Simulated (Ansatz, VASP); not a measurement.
# NaCl: VASP beside Ansatz

File INCAR:

```
  PREC = Accurate
  ENCUT = 520
  EDIFF = 1E-8
  ISMEAR = -1
  SIGMA = 0.03
  LREAL = False
  LASPH = True
  NELM = 80
  ALGO = Normal
  ISIF = 2
  LWAVE = False
  LCHARG = False
  GGA = PE
  LEFG = True
  NBANDS = 14
```

The input KPOINTS:

```
regular mesh
0
Gamma
  9 9 9
```

Contents of POSCAR:

```
NaCl
1.0
    2.8408047908      0.0000000000      0.0000000000
    0.0000000000      2.8408047908      0.0000000000
    0.0000000000      0.0000000000      2.8408047908
Na Cl
1 1
Direct
    0.0000000000      0.0000000000      0.0000000000
    0.5000000000      0.5000000000      0.5000000000
```

Input for Ansatz:

```yaml
crystal:
  lattice:
    - [2.8408047908, 0.0, 0.0]
    - [0.0, 2.8408047908, 0.0]
    - [0.0, 0.0, 2.8408047908]
  atoms:
    - { symbol: Na, position: [0.0, 0.0, 0.0] }
    - { symbol: Cl, position: [0.5, 0.5, 0.5] }
kpoints:
  mp_grid: { grid: [9, 9, 9] }
scf:
  occupations: { method: fermi_dirac, width: 0.03 }
hamiltonian:
  xc: pbe
  pseudopotentials: { kind: paw }
output:
  forces: true
  stress: true
  eigenvalues: true
  efg: { contact_densities: true }
```

Change from the starting cell: volume scaled by 0.98, PAW files.

Alike in both runs: task electric field gradients; functional PBE; k mesh 9 × 9 × 9; occupations fermi-dirac, width 0.03 eV; no spin polarisation.

|  | VASP | Ansatz |
| --- | --- | --- |
| version | VASP 6.6.1 | Ansatz 0.2.0 |
| potentials or method | VASP PAW PBE potentials, release 64 (Na_pv, Cl) | PAW with Ansatz's default frozen-core files, scalar-relativistic |
| plane-wave cutoff (eV) | 520 | 420 |
| valence electrons in the cell | 14 | 16 |

Ansatz gave:

```
gap on the k mesh at the Fermi level (eV) : 4.64
pressure (GPa)                            : 70.2
```

Task: Estimate VASP's values.

Result: gap on the k mesh at the Fermi level (eV): 4.69; pressure (GPa): 70.5.

Both programs put the cell under a high pressure, so it lies far from rest at this level. VASP's potentials hold 14 valence electrons a cell and Ansatz's 16, so a difference there can come from the potentials and not from the codes.

Noted on VASP's run: the cell as given lies far from equilibrium.
